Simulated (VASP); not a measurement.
AlP, 2 atoms in the cell. Symmetry: F-43m, No. 216, cubic system. The conventional cell has a = 5.170 Å, b = 5.170 Å, c = 5.170 Å, α = 90.00°, β = 90.00°, γ = 90.00°. Al (site symmetry -43m) has 4 P at 2.24 Å within 3.0 Å. Within 3.0 Å of P (site symmetry -43m) lie 4 Al at 2.24 Å. 

```yaml
Program: VASP 6.6.1
Task: single point
Functional: PBE
Dispersion: D3(BJ)
Potentials_or_basis: VASP PAW PBE potentials, release 64 (Al, P)
Cutoff: 500 eV
k_mesh: 8 × 8 × 8
Occupations: gaussian, width 0.01 eV
Spin: no spin polarisation
Dipole_correction: no
Further_INCAR_settings: ALGO = Normal; EDIFF = 1e-06; NBANDS = 11
```

Potentials or basis: VASP PAW PBE potentials, release 64 (Al, P).

Command:

```bash
$ cat potpaw_PBE.64/Al/POTCAR potpaw_PBE.64/P/POTCAR > POTCAR
$ mpirun -np 1 vasp_std > vasp.out
```

Hardware: 1 thread of Intel Xeon 8259CL (shared host).

Task: Estimate the wall time of this run.

Result: Wall time 13 s on 1 thread of Intel Xeon 8259CL, with other jobs on the host, peak memory 0.16 GiB. Counts: scf iterations 12, k points 29.
